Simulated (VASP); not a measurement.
A run of VASP 6.6.1:

INCAR

```
SYSTEM = GaSnP
ALGO     = Normal         ! electronic algorithm
EDIFF    = 1E-6           ! SCF threshold, eV
EDIFFG   = -0.01          ! ionic threshold
ENCUT    = 600            ! plane-wave cutoff, eV
GGA      = PE             ! functional
IBRION   = 2              ! ionic algorithm
ISIF     = 3              ! what is computed and relaxed
ISMEAR   = 0              ! smearing method
LASPH    = .True.         ! aspherical terms in the spheres
LCHARG   = .False.        ! write CHGCAR
LREAL    = .False.        ! projectors in reciprocal space
LWAVE    = .False.        ! write WAVECAR
NELM     = 100            ! most SCF steps
NSW      = 100            ! ionic steps
PREC     = Accurate       ! precision mode
SIGMA    = 0.1            ! smearing width, eV
```

The input KPOINTS:

```
k-points
0
Gamma
  18 18 6
  0 0 0
```

POSCAR

```
GaSnP
1.0
    3.0184981602      0.0000000000      0.0000000000
   -1.5092490801      2.6140960880      0.0000000000
    0.0000000000      0.0000000000      8.0230706378
Ga Sn P
1 1 1
Direct
    0.0000000000      0.0000000000      0.1434642730
    0.0000000000      0.0000000000      0.5058985790
    0.0000000000      0.0000000000      0.8383326180
```

Potentials or basis: VASP PAW PBE potentials, release 64 (Ga_d, Sn_d, P).

Command:

```console
$ cat potpaw_PBE.64/Ga_d/POTCAR potpaw_PBE.64/Sn_d/POTCAR potpaw_PBE.64/P/POTCAR > POTCAR
$ mpirun -np 1 vasp_std > vasp.out
```

Hardware: 1 thread of Intel(R) Xeon(R) 6975P-C (Granite Rapids), on a shared host.

Task: Estimate the wall time of this run.

Result: Wall time 6.4 min on 1 thread of Intel(R) Xeon(R) 6975P-C (Granite Rapids), on a shared host, peak memory 0.4 GiB. Counts: scf iterations 56, k points 148, ion steps 9.
